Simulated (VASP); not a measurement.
Write the native input for VASP 6.6.1 that does the following.

| Property | Result |
| --- | --- |
| Task | single point |
| Functional | PBE |
| Potentials or basis | VASP PAW PBE potentials, release 64 (Ti_sv, O) |
| Cutoff | 520 eV |
| k mesh | 4 × 4 × 6 |
| Occupations | gaussian, width 0.05 eV |
| Spin | no spin polarisation |
| Dipole correction | no |
| Further INCAR settings | ALGO = Normal; EDIFF = 1e-06; NBANDS = 33 |

The structure of TiO2 (Rutile) lies in POSCAR:

```
TiO2
1.0
    4.5922000000      0.0229610000      0.0000000000
    0.0229610000      4.5922000000      0.0000000000
    0.0000000000      0.0000000000      2.9574000000
Ti O
2 4
Direct
    0.0000000000      0.0000000000      0.0000000000
    0.5000000000      0.5000000000      0.5000000000
    0.3049600000      0.3049600000      0.0000000000
    0.1950400000      0.8049600000      0.5000000000
    0.6950400000      0.6950400000      0.0000000000
    0.8049600000      0.1950400000      0.5000000000
```

The input as run:

INCAR

```
SYSTEM = TiO2
PREC     = Accurate       ! precision mode
ENCUT    = 520            ! plane-wave cutoff, eV
EDIFF    = 1E-6           ! SCF threshold, eV
ISMEAR   = 0              ! smearing method
SIGMA    = 0.05           ! smearing width, eV
LREAL    = .False.        ! projectors in reciprocal space
LASPH    = .True.         ! aspherical terms in the spheres
NELM     = 100            ! most SCF steps
ALGO     = Normal         ! electronic algorithm
ISIF     = 2              ! what is computed and relaxed
LWAVE    = .False.        ! write WAVECAR
LCHARG   = .False.        ! write CHGCAR
GGA      = PE             ! functional
NBANDS   = 33             ! bands
```

KPOINTS

```
regular mesh
0
Gamma
  4 4 6
  0 0 0
```

Potentials or basis: VASP PAW PBE potentials, release 64 (Ti_sv, O).

Launch:

```bash
$ cat potpaw_PBE.64/Ti_sv/POTCAR potpaw_PBE.64/O/POTCAR > POTCAR
$ mpirun -np 1 vasp_std > vasp.out
```

Results of the run:

| Quantity | Value |
| --- | --- |
| Pressure | 6.1 GPa |
| Largest force | 0.142 eV/Å |
| Band gap on the k mesh | 1.87 eV, direct |

It took 42 s on 1 thread of AMD EPYC 9R45 96-Core Processor (Zen 5), on a shared host, peak memory 0.16 GiB.
